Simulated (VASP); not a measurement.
A run of VASP 6.6.1 is set up as follows.

File INCAR:

```
ALGO = Normal
EDIFF = 1E-6
ENCUT = 520
GGA = PE
ISIF = 2
ISMEAR = 0
IVDW = 12
LASPH = True
LCHARG = True
LELF = True
LREAL = False
LVHAR = True
LWAVE = False
NBANDS = 35
NELM = 80
PREC = Accurate
SIGMA = 0.05
```

File KPOINTS:

```
k-points
0
Gamma
  12 12 4
```

File POSCAR:

```
MoS2
1.0
    3.2753000000      0.0000000000      0.0000000000
   -1.6376500000      2.8364930050      0.0000000000
    0.0000000000      0.0000000000     11.4426000000
Mo S
2 4
Direct
    0.6666666667      0.3333333333      0.2501439769
    0.3333333333      0.6666666667      0.7498560231
    0.3333333333      0.6666666667      0.3795985159
    0.6666666667      0.3333333333      0.8793132861
    0.3333333333      0.6666666667      0.1206867139
    0.6666666667      0.3333333333      0.6204014841
```

Potentials or basis: VASP PAW PBE potentials, release 64 (Mo_sv, S).

The run is started by

```console
$ cat potpaw_PBE.64/Mo_sv/POTCAR potpaw_PBE.64/S/POTCAR > POTCAR
$ mpirun -np 1 vasp_std > vasp.out
```

**Question.** Estimate the band gap on the k mesh.

**Answer.** Zero (bands 26 and 27 overlap by 0.02 eV).

**Question.** What does it give for the pressure?

**Answer.** -2.2 GPa.

Forces in eV/Å, atoms in the order of the input:
```
Mo   0.000  0.000 -0.002
Mo   0.000  0.000  0.002
S    0.000  0.000  0.720
S    0.000  0.000  0.725
S    0.000  0.000 -0.725
S    0.000  0.000 -0.720
```
